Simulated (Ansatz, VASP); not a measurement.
# SrB4Pt in VASP and in Ansatz

```
CELL_PARAMETERS angstrom
3.14381 0.00000 0.00000
0.00000 3.14381 0.00000
0.00000 0.00000 8.74749
ATOMIC_POSITIONS crystal
Sr 0.00000 0.00000 0.50000
B 0.50000 0.50000 0.27590
B 0.50000 0.50000 0.90586
B 0.50000 0.50000 0.09414
B 0.50000 0.50000 0.72410
Pt 0.00000 0.00000 0.00000
```

Change from the starting cell: species swapped into the MnFeSi4 type (P4/mmm, No. 123).

Alike in both runs: functional PBE; k mesh 12 × 12 × 4; occupations gaussian, width 0.1 eV; no spin polarisation.

Ansatz relaxed the structure, and its values are those at the end. VASP's run is a single point on that final structure, the one shown.

|  | VASP | Ansatz |
| --- | --- | --- |
| version | VASP 6.6.1 | Ansatz 0.2.0 |
| potentials or method | VASP PAW PBE potentials, release 64 (Sr_sv, B, Pt), cutoff 520 eV | scalar-relativistic, plane waves, PAW |
| valence electrons in the cell | 32 | 40 |

```csv
,VASP,Ansatz,Ansatz less VASP
gap on the k mesh at the Fermi level (eV),none,none,-
pressure (GPa),0.1,0.0,-0.08
```

A gap of «none» marks a metal or a gap that the smearing closes. VASP's potentials hold 32 valence electrons a cell and Ansatz's 40, so a difference there can come from the potentials and not from the codes.

Spin-orbit coupling is off throughout.
